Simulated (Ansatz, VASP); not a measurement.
Si: VASP beside Ansatz

```
Si
1.0
     2.62900    0.00000    0.00000
    -1.31450    2.27678    0.00000
     0.00000    0.00000    2.49380
Si
1
Direct
  0.00000 0.00000 0.00000
```

Alike in both runs: functional r2SCAN; k mesh 18 × 18 × 16; occupations gaussian, width 0.1 eV; no spin polarisation.

Ansatz relaxed the structure, and its values are those at the end. VASP's run is a single point on that final structure, the one shown.

|  | VASP | Ansatz |
| --- | --- | --- |
| version | VASP 6.6.1 | Ansatz 0.2.0 |
| potentials or method | VASP PAW PBE potentials, release 64 (Si), cutoff 520 eV | scalar-relativistic, plane waves, PAW |
| valence electrons in the cell | 4 | 4 |

```tsv
	VASP	Ansatz	Ansatz less VASP
gap on the k mesh at the Fermi level (eV)	none	none	-
pressure (GPa)	-0.1	0.0	+0.08
```

VASP's potentials were made for PBE, not for r2SCAN. A gap of «none» marks a metal or a gap that the smearing closes. With one functional, cell and mesh, what is left measures potentials, basis and numerics.
